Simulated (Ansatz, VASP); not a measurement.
# One calculation of YAl7N8, two programs

File INCAR:

```
PREC = Accurate ; ENCUT = 520
EDIFF = 1E-7 ; ISMEAR = 0
SIGMA = 0.01 ; LREAL = Auto
LASPH = True ; NELM = 80
ALGO = Normal ; ISIF = 2
LWAVE = False ; LCHARG = False
GGA = PS ; NBANDS = 50
```

The input KPOINTS:

```
regular mesh
0
Gamma
  6 6 6
```

POSCAR

```
YAl7N8
1.0
    3.1921404571     -0.0214751083      5.0848961774
    3.1921404571      0.0214751083     -5.0848961774
   -3.1921404571      5.5642344291     -0.0233967361
Y Al N
1 7 8
Direct
    0.1405171200      0.1937970212      0.3343141322
    0.1406324489      0.1940303182      0.8336061645
    0.6395420551      0.6931632498      0.3327052959
    0.6395758553      0.6929737246      0.8336061645
    0.0568576566      0.6095417369      0.1659374716
    0.5563957257      0.1090798060      0.1659374716
    0.0563131337      0.6109895105      0.6673026532
    0.5576477453      0.1092471633      0.6668949176
    0.3866214355      0.9469499704      0.3335713970
    0.8844148797      0.4486910912      0.3331059619
    0.3842527224      0.9497992073      0.8330771348
    0.8832779366      0.4488244214      0.8330771348
    0.3015507784      0.3673061183      0.1648624524
    0.3012736172      0.3690529519      0.6703265781
    0.7975563251      0.8633116651      0.1648624524
    0.8015705645      0.8652420439      0.6668126174
```

Input for Ansatz:

```yaml
crystal:
  lattice:
    - [3.1921404571, -0.0214751083, 5.0848961774]
    - [3.1921404571, 0.0214751083, -5.0848961774]
    - [-3.1921404571, 5.5642344291, -0.0233967361]
  atoms:
    - { symbol: "Y", position: [0.14051712, 0.1937970212, 0.3343141322] }
    - { symbol: Al, position: [0.1406324489, 0.1940303182, 0.8336061645] }
    - { symbol: Al, position: [0.6395420551, 0.6931632498, 0.3327052959] }
    - { symbol: Al, position: [0.6395758553, 0.6929737246, 0.8336061645] }
    - { symbol: Al, position: [0.0568576566, 0.6095417369, 0.1659374716] }
    - { symbol: Al, position: [0.5563957257, 0.109079806, 0.1659374716] }
    - { symbol: Al, position: [0.0563131337, 0.6109895105, 0.6673026532] }
    - { symbol: Al, position: [0.5576477453, 0.1092471633, 0.6668949176] }
    - { symbol: "N", position: [0.3866214355, 0.9469499704, 0.333571397] }
    - { symbol: "N", position: [0.8844148797, 0.4486910912, 0.3331059619] }
    - { symbol: "N", position: [0.3842527224, 0.9497992073, 0.8330771348] }
    - { symbol: "N", position: [0.8832779366, 0.4488244214, 0.8330771348] }
    - { symbol: "N", position: [0.3015507784, 0.3673061183, 0.1648624524] }
    - { symbol: "N", position: [0.3012736172, 0.3690529519, 0.6703265781] }
    - { symbol: "N", position: [0.7975563251, 0.8633116651, 0.1648624524] }
    - { symbol: "N", position: [0.8015705645, 0.8652420439, 0.6668126174] }
basis:
  ecutwfc: 420
  xc_grid: 2
kpoints:
  mp_grid: { grid: [6, 6, 6] }
hamiltonian:
  xc: pbesol
  pseudopotentials: { kind: paw, azcp: { folder: soft_1 } }
scf:
  occupations: { method: fixed }
output:
  forces: true
  stress: true
  eigenvalues: true
  polarization: {}
```

Change from the starting cell: polar distortion scaled by 0.10.

Alike in both runs: task single point; functional PBEsol; k mesh 6 × 6 × 6; no spin polarisation.

```csv
,VASP,Ansatz
version,VASP 6.6.1,Ansatz 0.2.0
potentials or method,"VASP PAW PBE potentials, release 64 (Y_sv, Al, N), cutoff 520 eV","scalar-relativistic, plane waves, PAW"
occupations,"gaussian, width 0.01 eV",fixed
valence electrons in the cell,72,72
```

Ansatz gave:

* gap on the k mesh at the Fermi level (eV): 2.09
* least direct gap on the mesh (eV): 2.09
* pressure (GPa): 11.3
* traceless stress, the component that is largest in VASP (GPa): -23.33
* rms of the force components (eV/Å): 2.028

Q: What did VASP give for the same quantities?

A: gap on the k mesh at the Fermi level (eV): 2.10; least direct gap on the mesh (eV): 2.10; pressure (GPa): 11.3; traceless stress, the component that is largest in VASP (GPa): -23.56; rms of the force components (eV/Å): 2.030.

VASP's potentials were made for PBE, not for PBEsol, and Ansatz warns of the same on its side. Atom by atom the forces differ by 0.005 eV/Å (rms over components).
